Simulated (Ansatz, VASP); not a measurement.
**One calculation of GaMo, two programs**

```
Ga Mo
1.0
     3.15408   -3.48594    0.00000
     3.15408    3.48594    0.00000
     0.00000    0.00000    2.77672
Ga Mo
2 2
Direct
  0.79797 0.79797 0.50000
  0.20203 0.20203 0.50000
  0.69756 0.30244 0.00000
  0.30244 0.69756 0.00000
```

Change from the starting cell: species swapped into the VIr type (Cmmm, No. 65).

Alike in both runs: task single point; functional PBE; k mesh 4 × 4 × 6; occupations gaussian, width 0.1 eV; collinear spin.

|  | VASP | Ansatz |
| --- | --- | --- |
| version | VASP 6.6.1 | Ansatz 0.2.0 |
| potentials or method | VASP PAW PBE potentials, release 64 (Ga_d, Mo_sv), cutoff 520 eV | scalar-relativistic, plane waves, PAW |
| valence electrons in the cell | 54 | 54 |

Ansatz gave:

* gap on the k mesh at the Fermi level (eV): none
* pressure (GPa): 0.1
* traceless stress, the component that is largest in VASP (GPa): -0.44
* rms of the force components (eV/Å): 0.027
* net moment per atom (μB): 0.00

Task: What did VASP give for the same quantities?

Result: gap on the k mesh at the Fermi level (eV): none; pressure (GPa): 0.5; traceless stress, the component that is largest in VASP (GPa): -0.46; rms of the force components (eV/Å): 0.028; net moment per atom (μB): 0.00.

Atom by atom the forces differ by 0.004 eV/Å (rms over components). A gap of «none» marks a metal or a gap that the smearing closes. Ansatz's warnings: seeded moment not kept.

The k mesh is coarse, so the values compare programs but aren't converged.
